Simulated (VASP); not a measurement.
**Hf2Pd2Se2Br2O3: single point with PBE+D3(BJ)**

Hf2Pd2Se2Br2O3:

```
Hf Pd Se Br O
1.0
     5.71593    0.00380   -0.00928
    -0.52458    5.78565    0.00098
    -1.48007   -0.95414    6.53519
Hf Pd Se Br O
2 2 2 2 3
Direct
  0.74394 0.39586 0.34732
  0.28900 0.45471 0.59599
  0.91039 0.13041 0.84885
  0.25079 0.90332 0.35807
  0.63476 0.40433 0.93558
  0.62871 0.78636 0.53189
  0.84601 0.98374 0.15267
  0.23174 0.82444 0.86975
  0.96095 0.28961 0.59182
  0.42954 0.24452 0.40365
  0.07417 0.58271 0.36443
```

* Program: VASP 6.6.1
* Task: single point
* Functional: PBE
* Dispersion: D3(BJ)
* Potentials or basis: VASP PAW PBE potentials, release 64 (Hf_pv, Pd, Se, Br, O)
* Cutoff: 520 eV
* k mesh: 3 × 3 × 2
* Occupations: fermi-dirac, width 0.05 eV
* Spin: no spin polarisation

| Item | Value |
| --- | --- |
| Pressure | -0.6 GPa |
| Largest force | 0.172 eV/Å |
| Band gap on the k mesh | 0.23 eV (least direct gap 0.49 eV) |
| Dispersion energy per atom | -0.293 eV |

Forces in eV/Å, atoms in the order of the input:
```
Hf   0.071 -0.050  0.126
Hf  -0.086 -0.031 -0.146
Pd   0.007 -0.008 -0.020
Pd   0.002  0.013  0.003
Se  -0.023  0.009  0.000
Se  -0.003 -0.033  0.007
Br  -0.017  0.026  0.011
Br   0.018 -0.030 -0.030
O    0.050  0.113 -0.089
O    0.044  0.123  0.055
O   -0.063 -0.133  0.082
```

Stress tensor (GPa, compression positive):
```
-0.79 -0.11 -0.02
-0.11 -0.53  0.00
-0.02  0.00 -0.56
```

Levels at points of the mesh, in eV from the valence-band top:
| k point | band 38 | band 39 | band 40 | band 41 | band 42 | band 43 | band 44 | band 45 | band 46 | band 47 |
| --- | --- | --- | --- | --- | --- | --- | --- | --- | --- | --- |
| (0.00, 0.00, 0.00) | -1.10 | -0.85 | -0.69 | -0.26 | -0.22 | 0.53 | 0.58 | 2.72 | 3.23 | 3.28 |
| (0.00, 0.00, 0.50) | -1.09 | -0.96 | -0.45 | -0.43 | -0.26 | 0.23 | 0.93 | 2.84 | 2.92 | 3.32 |

Wall time 3.6 min on 1 thread of Oxide Virtual Turin-like Processor, with other jobs on the host, peak memory 0.37 GiB.

Caveat: the k points lie up to 0.48 Å⁻¹ apart; spin-orbit coupling is left out, which moves the levels of the heavy elements; an odd mesh through Γ misses points on the zone boundary, where band edges can lie.
